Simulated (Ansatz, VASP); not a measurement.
**Two plane-wave programs on LiF**

The input POSCAR:

```
LiF
1.0
    0.0000000000      2.1446105498      2.1446105498
    2.1094389368      0.0000000000      2.1446105498
    2.1094389368      2.1446105498      0.0000000000
Li F
1 1
Direct
    0.0000000000      0.0000000000      0.0000000000
    0.2500000000      0.2500000000      0.2500000000
```

File INCAR.step1:

```
SYSTEM = LiF
PREC = Accurate
ENCUT = 520
ISMEAR = 0
SIGMA = 0.01
LREAL = .False.
LASPH = .True.
NELM = 100
NBANDS = 12
GGA = PE
ALGO = Normal
EDIFF = 1E-4
LWAVE = .True.
LCHARG = .False.
```

INCAR.step2

```
SYSTEM = LiF
PREC = Accurate
ENCUT = 520
EDIFF = 1E-6
ISMEAR = 0
SIGMA = 0.01
LREAL = .False.
LASPH = .True.
NELM = 100
ALGO = Normal
ISIF = 2
LWAVE = .False.
LCHARG = .False.
METAGGA = R2SCAN
LMIXTAU = .True.
NBANDS = 12
ISTART = 1
```

File KPOINTS:

```
Automatic mesh
0
Gamma
  10 10 10
  0 0 0
```

Input for Ansatz:

```yaml
crystal:
  lattice:
    - [0.0, 2.1446105498, 2.1446105498]
    - [2.1094389368, 0.0, 2.1446105498]
    - [2.1094389368, 2.1446105498, 0.0]
  atoms:
    - { symbol: Li, position: [0.0, 0.0, 0.0] }
    - { symbol: F, position: [0.25, 0.25, 0.25] }
kpoints:
  mp_grid: { grid: [10, 10, 10] }
  band_path:
    path:
      - [0.0, 0.0, 0.0]
      - [-0.5, -0.5, 0.0]
      - [-0.375, -0.375, 0.25]
      - [-0.375, 0.0, 0.375]
      - [0.0, 0.0, 0.5]
      - [-0.5, -0.25, 0.25]
    npoints: 1
hamiltonian:
  xc: r2scan
scf:
  occupations: { method: fixed }
  n_extra_bands: 4
output:
  forces: true
  stress: true
  eigenvalues: true
```

Change from the starting cell: uniaxial_x strain -1.6%.

Alike in both runs: task single point; functional r2SCAN; k mesh 10 × 10 × 10; no spin polarisation.

```csv
,VASP,Ansatz
version,VASP 6.6.1,Ansatz 0.2.0
potentials or method,"VASP PAW PBE potentials, release 64 (Li_sv, F)","plane waves, PAW"
plane-wave cutoff (eV),520,500
occupations,"gaussian, width 0.01 eV",fixed
valence electrons in the cell,10,10
```

|  | VASP | Ansatz | Ansatz less VASP |
| --- | --- | --- | --- |
| gap on the k mesh at the Fermi level (eV) | 8.83 | 8.74 | -0.087 |

VASP's potentials were made for PBE, not for r2SCAN.

Noted on VASP's run: the cutoff is short for stress, so the pressure is rough.
